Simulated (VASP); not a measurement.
# Cs (Im-3m) in VASP: a series of runs

The runs below take Cs through single point, with PBEsol, PBE, BLYP, revPBE.

Everything below comes from runs of VASP 6.6.1. Logs are shortened: lines on timing, memory, paths and dates and some standing lists are left out, and cuts for length are marked.

**1. The cell of the first run**

Symmetry: Im-3m, No. 229, cubic system. Conventional cell: a = 6.024 Å, b = 6.024 Å, c = 6.024 Å, α = 90.00°, β = 90.00°, γ = 90.00°.

**2. Single point, PBEsol**

INCAR reads:

```
SYSTEM = Cs
PREC = Accurate
ENCUT = 520
EDIFF = 1E-6
ISMEAR = -1
SIGMA = 0.05
LREAL = .FALSE.
LASPH = .TRUE.
NELM = 100
ALGO = Normal
ISIF = 2
LWAVE = .FALSE.
LCHARG = .FALSE.
GGA = PS
NBANDS = 10
```

KPOINTS reads:

```
regular mesh
0
G
  6 6 6
  0 0 0
```

POSCAR reads:

```
Cs
1.0
   -3.0120063284      3.0120063284      3.0120063284
    3.0120063284     -3.0120063284      3.0120063284
    3.0120063284      3.0120063284     -3.0120063284
Cs
1
Direct
    0.0000000000      0.0000000000      0.0000000000
```

Potentials or basis: VASP PAW PBE potentials, release 64 (Cs_sv).

The run is started by

```
$ cat potpaw_PBE.64/Cs_sv/POTCAR > POTCAR
$ mpirun -np 1 vasp_std > vasp.out
```

OUTCAR:

```text
SYSTEM = Cs
   PREC = Accurate
   ENCUT = 520
   EDIFF = 1E-6
   ISMEAR = -1
   LREAL = .FALSE.
   LASPH = .TRUE.
   NELM = 100
   ISIF = 2
   GGA = PS

 ion  position               nearest neighbor table
   1  0.000  0.000  0.000-

  LATTYP: Found a body centered cubic cell.
 ALAT       =     6.0240126568

  Lattice vectors:

 A1 = (  -3.0120063284,   3.0120063284,   3.0120063284)
 A2 = (   3.0120063284,  -3.0120063284,   3.0120063284)
 A3 = (   3.0120063284,   3.0120063284,  -3.0120063284)

Analysis of symmetry for initial positions (statically):
=====================================================================
 Subroutine PRICEL returns:
 Original cell was already a primitive cell.

 Routine SETGRP: Setting up the symmetry group for a
 body centered cubic supercell.

 Subroutine GETGRP returns: Found 48 space group operations
 (whereof 48 operations were pure point group operations)
 out of a pool of 48 trial point group operations.

The static configuration has the point symmetry O_h .

Analysis of symmetry for dynamics (positions and initial velocities):
=====================================================================
 Subroutine PRICEL returns:
 Original cell was already a primitive cell.

 Routine SETGRP: Setting up the symmetry group for a
 body centered cubic supercell.

 Subroutine GETGRP returns: Found 48 space group operations
 (whereof 48 operations were pure point group operations)
 out of a pool of 48 trial point group operations.

The dynamic configuration has the point symmetry O_h .

 Subroutine INISYM returns: Found 48 space group operations
 (whereof 48 operations are pure point group operations),
 and found     1 'primitive' translations

----------------------------------------------------------------------------------------

                                     Primitive cell

  volume of cell :     109.3019

  direct lattice vectors                    reciprocal lattice vectors
    -3.012006328  3.012006328  3.012006328     0.000000000  0.166002307  0.166002307
     3.012006328 -3.012006328  3.012006328     0.166002307  0.000000000  0.166002307
     3.012006328  3.012006328 -3.012006328     0.166002307  0.166002307  0.000000000

  length of vectors
     5.216947994  5.216947994  5.216947994     0.234762714  0.234762714  0.234762714

  position of ions in fractional coordinates (direct lattice)
[... 70 lines left out ...]
   EDIFFG = 0.1E-04   stopping-criterion for IOM
   NSW    =      0    number of steps for IOM
   IBRION =     -1    ionic relax: 0-MD 1-quasi-New 2-CG
   NFREE  =      0    steps in history (QN), initial steepest desc. (CG)
   ISIF   =      2    stress and relaxation
   ISYM   =      2    0-nonsym 1-usesym 2-fastsym
   POTIM  = 0.5000    time-step for ionic-motion
   TEBEG  =    0.0;   TEEND  =   0.0 temperature during run
   PSTRESS=    0.0 pullay stress
   NELECT =       9.0000    total number of electrons
   NUPDOWN=      -1.0000    fix difference up-down
   EMIN   =  10.00;   EMAX   =-10.00  energy-range for DOS
   EFERMI =   0.00;   METHOD = LEGACY
   ISMEAR =    -1;   SIGMA  =   0.05  broadening in eV -4-tet -1-fermi 0-gaus
   EFERMI_NEDOS =   21; number of points for ismear=-14 and -15
   IALGO  =     38    algorithm
   IMIX   =      4    mixing-type and parameters
     AMIX     =   0.40;   BMIX     =  1.00
     AMIX_MAG =   1.60;   BMIX_MAG =  1.00
  volume/ion in A,a.u.               =     109.30       737.61
  Fermi-wavevector in a.u.,A,eV,Ry     =   0.712218  1.345897  6.901622  0.507255
  Thomas-Fermi vector in A             =   1.799536
   LORBIT       =      0    0 simple, 1 ext, 2 COOP (PROOUT), +10 PAW based schemes
   GGA     = PS    functional components
   LHFCALC =     F    Hartree Fock is set to
   AEXX    =    0.0000 exact exchange contribution
   IVDW    =     0    specifies the selected vdW correction
   LEPSILON=     F    determine dielectric tensor
   LRPA    =     F    only Hartree local field effects (RPA)
 non-spin polarized calculation
  energy-cutoff  :      520.00
  volume of cell :      109.30
 maximum number of plane-waves:      2988
   NGX = 19   NGY = 19   NGZ = 19

 number of electron       8.9999998 magnetization

 Free energy of the ion-electron system (eV)
  ---------------------------------------------------
  ext. energy  EPLUGINS =         0.00000000
  ---------------------------------------------------
  free energy    TOTEN  =        -0.93831191 eV

  energy without entropy =       -0.91986420  energy(sigma->0) =       -0.92908805

 E-fermi :   0.5033     XC(G=0):  -5.6101

 val. band max:        0.3992463581   @ k =   0.1667   0.1667   0.1667
 cond. band min:       0.5111124284   @ k =   0.5000   0.0000   0.0000
 fundamental gap:      0.1118660703
 Fermi energy:         0.5033187275

 k-point     1 :       0.0000    0.0000    0.0000
  band No.  band energies     occupation
      1     -23.3160      2.00000
      2     -10.0271      2.00000
      3     -10.0271      2.00000
      4     -10.0271      2.00000
      5      -1.2363      2.00000
      6       3.0290      0.00000
      7       3.0290      0.00000
      8       3.0290      0.00000
      9       3.9410      0.00000
     10       3.9410      0.00000
[... 183 lines left out ...]
 k-point    16 :       0.5000    0.5000    0.5000
  band No.  band energies     occupation
      1     -23.3008      2.00000
      2     -10.1437      2.00000
      3     -10.1437      2.00000
      4     -10.1437      2.00000
      5       1.1139      0.00001
      6       1.1139      0.00001
      7       3.6340      0.00000
      8       3.6340      0.00000
      9       3.6340      0.00000
     10       5.0938      0.00000

------------------------ aborting loop because EDIFF is reached ----------------------------------------

  FORCE on cell =-STRESS in cart. coord.  units (eV):
  Direction    XX          YY          ZZ          XY          YZ          ZX
  --------------------------------------------------------------------------------------
  -------------------------------------------------------------------------------------
  Total       -0.0082608     -0.0082608     -0.0082608     -0.0000000      0.0000000     -0.0000000
  in kB       -0.1210884     -0.1210884     -0.1210884     -0.0000000      0.0000000     -0.0000000
  external PRESSURE =      -0.1210884 kB  Pullay stress =       0.0000000 kB

 VOLUME and BASIS-vectors are now :
 -----------------------------------------------------------------------------
  energy-cutoff  :      520.00
  volume of cell :      109.30
      direct lattice vectors                 reciprocal lattice vectors
    -3.012006328  3.012006328  3.012006328     0.000000000  0.166002307  0.166002307
     3.012006328 -3.012006328  3.012006328     0.166002307  0.000000000  0.166002307
     3.012006328  3.012006328 -3.012006328     0.166002307  0.166002307  0.000000000

 POSITION                                       TOTAL-FORCE (eV/Angst)
 -----------------------------------------------------------------------------------
      0.00000      0.00000      0.00000         0.000000      0.000000     -0.000000
 -----------------------------------------------------------------------------------
    total drift:                               -0.000000     -0.000000     -0.000000

  FREE ENERGIE OF THE ION-ELECTRON SYSTEM (eV)
  ---------------------------------------------------
  free  energy   TOTEN  =        -0.9383119100 eV

  energy  without entropy=       -0.9198641999  energy(sigma->0) =       -0.92908805
```

OSZICAR:

```text
N       E                     dE             d eps       ncg     rms          rms(c)
DAV:   1     0.515728974093E+02    0.51573E+02   -0.29053E+03   320   0.628E+02
DAV:   2     0.364244166145E+01   -0.47930E+02   -0.46905E+02   444   0.106E+02
DAV:   3    -0.875896268976E+00   -0.45183E+01   -0.45147E+01   368   0.384E+01
DAV:   4    -0.938042510276E+00   -0.62146E-01   -0.62140E-01   426   0.530E+00
DAV:   5    -0.938255305986E+00   -0.21280E-03   -0.21279E-03   426   0.276E-01    0.129E-01
DAV:   6    -0.938023419548E+00    0.23189E-03   -0.11534E-03   428   0.165E-01    0.893E-02
DAV:   7    -0.938255682979E+00   -0.23226E-03   -0.29335E-03   396   0.277E-01    0.330E-02
DAV:   8    -0.938311287465E+00   -0.55604E-04   -0.93963E-05   366   0.657E-02    0.494E-03
DAV:   9    -0.938312449168E+00   -0.11617E-05   -0.26753E-06   474   0.877E-03    0.277E-03
DAV:  10    -0.938311910019E+00    0.53915E-06   -0.55015E-07   222   0.399E-03
   1 F= -.93831191E+00 E0= -.92908805E+00  d E =-.184477E-01
```

Run time: 6.2 s. Hardware: 1 thread of Intel Xeon 6975P-C (Granite Rapids), shared host; peak memory 0.23 GiB.

What came out:

```yaml
Free_energy: -0.9383 eV
Pressure: 0.0 GPa
```

Caveat: the PAW data sets were made with another functional, which shifts forces and pressure a little; spin-orbit coupling is left out, which moves the levels of the heavy elements.

**3. Single point, PBE**

This run uses another cell than the first one, of 117.24 Å³/atom, 1.073 times its volume.

INCAR reads:

```
PREC = Accurate
ENCUT = 520
EDIFF = 1E-7
ISMEAR = -1
SIGMA = 0.05
LREAL = F
LASPH = T
NELM = 60
ALGO = Normal
ISIF = 2
LWAVE = F
LCHARG = T
GGA = PE
LELF = T
LVHAR = T
NBANDS = 10
```

KPOINTS reads:

```
regular mesh
0
Gamma
  6 6 6
```

POSCAR reads:

```
Cs
1.0
   -3.0832132418      3.0832132418      3.0832132418
    3.0832132418     -3.0832132418      3.0832132418
    3.0832132418      3.0832132418     -3.0832132418
Cs
1
Direct
    0.0000000000      0.0000000000      0.0000000000
```

Potentials or basis: VASP PAW PBE potentials, release 64 (Cs_sv).

The run is started by

```
$ cat potpaw_PBE.64/Cs_sv/POTCAR > POTCAR
$ mpirun -np 1 vasp_std > vasp.out
```

OUTCAR:

```text
PREC = Accurate
   ENCUT = 520
   EDIFF = 1E-7
   ISMEAR = -1
   LREAL = F
   LASPH = T
   NELM = 60
   ISIF = 2
   GGA = PE

 ion  position               nearest neighbor table
   1  0.000  0.000  0.000-

  LATTYP: Found a body centered cubic cell.
 ALAT       =     6.1664264836

  Lattice vectors:

 A1 = (  -3.0832132418,   3.0832132418,   3.0832132418)
 A2 = (   3.0832132418,  -3.0832132418,   3.0832132418)
 A3 = (   3.0832132418,   3.0832132418,  -3.0832132418)

Analysis of symmetry for initial positions (statically):
=====================================================================
 Subroutine PRICEL returns:
 Original cell was already a primitive cell.

 Routine SETGRP: Setting up the symmetry group for a
 body centered cubic supercell.

 Subroutine GETGRP returns: Found 48 space group operations
 (whereof 48 operations were pure point group operations)
 out of a pool of 48 trial point group operations.

The static configuration has the point symmetry O_h .

Analysis of symmetry for dynamics (positions and initial velocities):
=====================================================================
 Subroutine PRICEL returns:
 Original cell was already a primitive cell.

 Routine SETGRP: Setting up the symmetry group for a
 body centered cubic supercell.

 Subroutine GETGRP returns: Found 48 space group operations
 (whereof 48 operations were pure point group operations)
 out of a pool of 48 trial point group operations.

The dynamic configuration has the point symmetry O_h .

 Subroutine INISYM returns: Found 48 space group operations
 (whereof 48 operations are pure point group operations),
 and found     1 'primitive' translations

----------------------------------------------------------------------------------------

[... 102 lines left out ...]
  volume/ion in A,a.u.               =     117.24       791.17
  Fermi-wavevector in a.u.,A,eV,Ry     =   0.695770  1.314814  6.586517  0.484095
  Thomas-Fermi vector in A             =   1.778634
   LORBIT       =      0    0 simple, 1 ext, 2 COOP (PROOUT), +10 PAW based schemes
   GGA     = PE    functional components
   LHFCALC =     F    Hartree Fock is set to
   AEXX    =    0.0000 exact exchange contribution
   IVDW    =     0    specifies the selected vdW correction
   LEPSILON=     F    determine dielectric tensor
   LRPA    =     F    only Hartree local field effects (RPA)
 non-spin polarized calculation
  energy-cutoff  :      520.00
  volume of cell :      117.24
 maximum number of plane-waves:      3252
   NGX = 19   NGY = 19   NGZ = 19

 number of electron       9.0000002 magnetization

 Free energy of the ion-electron system (eV)
  ---------------------------------------------------
  ext. energy  EPLUGINS =         0.00000000
  ---------------------------------------------------
  free energy    TOTEN  =        -0.84728092 eV

  energy without entropy =       -0.82907813  energy(sigma->0) =       -0.83817953

 E-fermi :   0.4131     XC(G=0):  -5.3585

 val. band max:        0.2946040563   @ k =   0.1667   0.1667   0.1667
 cond. band min:       0.4313421518   @ k =   0.3333   0.1667   0.0000
 fundamental gap:      0.1367380955
 Fermi energy:         0.4131036133

 k-point     1 :       0.0000    0.0000    0.0000
  band No.  band energies     occupation
      1     -23.4611      2.00000
      2     -10.2072      2.00000
      3     -10.2072      2.00000
      4     -10.2072      2.00000
      5      -1.2520      2.00000
      6       2.8873      0.00000
      7       2.8873      0.00000
      8       2.8873      0.00000
      9       3.7322      0.00000
     10       3.7322      0.00000
[... 183 lines left out ...]
 k-point    16 :       0.5000    0.5000    0.5000
  band No.  band energies     occupation
      1     -23.4503      2.00000
      2     -10.2990      2.00000
      3     -10.2990      2.00000
      4     -10.2990      2.00000
      5       1.0712      0.00000
      6       1.0712      0.00000
      7       3.3697      0.00000
      8       3.3697      0.00000
      9       3.3697      0.00000
     10       4.7728      0.00000

------------------------ aborting loop because EDIFF is reached ----------------------------------------

  FORCE on cell =-STRESS in cart. coord.  units (eV):
  Direction    XX          YY          ZZ          XY          YZ          ZX
  --------------------------------------------------------------------------------------
  -------------------------------------------------------------------------------------
  Total       -0.0023130     -0.0023130     -0.0023130      0.0000000      0.0000000      0.0000000
  in kB       -0.0316090     -0.0316090     -0.0316090      0.0000000      0.0000000      0.0000000
  external PRESSURE =      -0.0316090 kB  Pullay stress =       0.0000000 kB

 VOLUME and BASIS-vectors are now :
 -----------------------------------------------------------------------------
  energy-cutoff  :      520.00
  volume of cell :      117.24
      direct lattice vectors                 reciprocal lattice vectors
    -3.083213242  3.083213242  3.083213242     0.000000000  0.162168478  0.162168478
     3.083213242 -3.083213242  3.083213242     0.162168478  0.000000000  0.162168478
     3.083213242  3.083213242 -3.083213242     0.162168478  0.162168478  0.000000000

 POSITION                                       TOTAL-FORCE (eV/Angst)
 -----------------------------------------------------------------------------------
      0.00000      0.00000      0.00000        -0.000000     -0.000000      0.000000
 -----------------------------------------------------------------------------------
    total drift:                                0.000000     -0.000000     -0.000000

  FREE ENERGIE OF THE ION-ELECTRON SYSTEM (eV)
  ---------------------------------------------------
  free  energy   TOTEN  =        -0.8472809215 eV

  energy  without entropy=       -0.8290781289  energy(sigma->0) =       -0.83817953
```

OSZICAR:

```text
N       E                     dE             d eps       ncg     rms          rms(c)
DAV:   1     0.550543506729E+02    0.55054E+02   -0.29217E+03   320   0.620E+02
DAV:   2     0.443671707343E+01   -0.50618E+02   -0.49470E+02   452   0.104E+02
DAV:   3    -0.769422545871E+00   -0.52061E+01   -0.52013E+01   366   0.403E+01
DAV:   4    -0.845352290713E+00   -0.75930E-01   -0.75914E-01   420   0.579E+00
DAV:   5    -0.845606987591E+00   -0.25470E-03   -0.25469E-03   454   0.283E-01    0.129E-01
DAV:   6    -0.846190709044E+00   -0.58372E-03   -0.13407E-03   394   0.177E-01    0.887E-02
DAV:   7    -0.847184779905E+00   -0.99407E-03   -0.34006E-03   346   0.290E-01    0.358E-02
DAV:   8    -0.847280096112E+00   -0.95316E-04   -0.12551E-04   370   0.690E-02    0.396E-03
DAV:   9    -0.847281631482E+00   -0.15354E-05   -0.35122E-06   492   0.100E-02    0.276E-03
DAV:  10    -0.847280832830E+00    0.79865E-06   -0.73689E-07   364   0.440E-03    0.405E-04
DAV:  11    -0.847280921519E+00   -0.88689E-07   -0.20342E-08   214   0.879E-04
   1 F= -.84728092E+00 E0= -.83817953E+00  d E =-.182028E-01
```

stdout:

```text
POSCAR found type information on POSCAR Cs
 POSCAR found :  1 types and       1 ions
 scaLAPACK will be used
 LDA part: xc-table for (Slater+PW92), standard interpolation
 POSCAR, INCAR and KPOINTS ok, starting setup
 FFT: planning ... GRIDC
 FFT: planning ... GRID_SOFT
 FFT: planning ... GRID
 WAVECAR not read
 entering main loop
```

Wall time 7.9 s (1 thread of Intel Xeon 6975P-C (Granite Rapids), shared host); peak memory 0.23 GiB.

What came out:

```
Free energy : -0.8473 eV
Pressure    : 0.0 GPa
```

Levels at points of the mesh, in eV from the Fermi level:
```csv
k point,band 2,band 3,band 4,band 5,band 6,band 7
"(0.00, 0.00, 0.00)",-10.62,-10.62,-10.62,-1.67,2.47,2.47
"(0.50, 0.00, 0.00)",-10.75,-10.66,-10.62,0.04,0.85,1.64
"(0.50, 0.50, 0.50)",-10.71,-10.71,-10.71,0.66,0.66,2.96
```

Caveat: spin-orbit coupling is left out, which moves the levels of the heavy elements.

(Continued in part 2 of 2.)
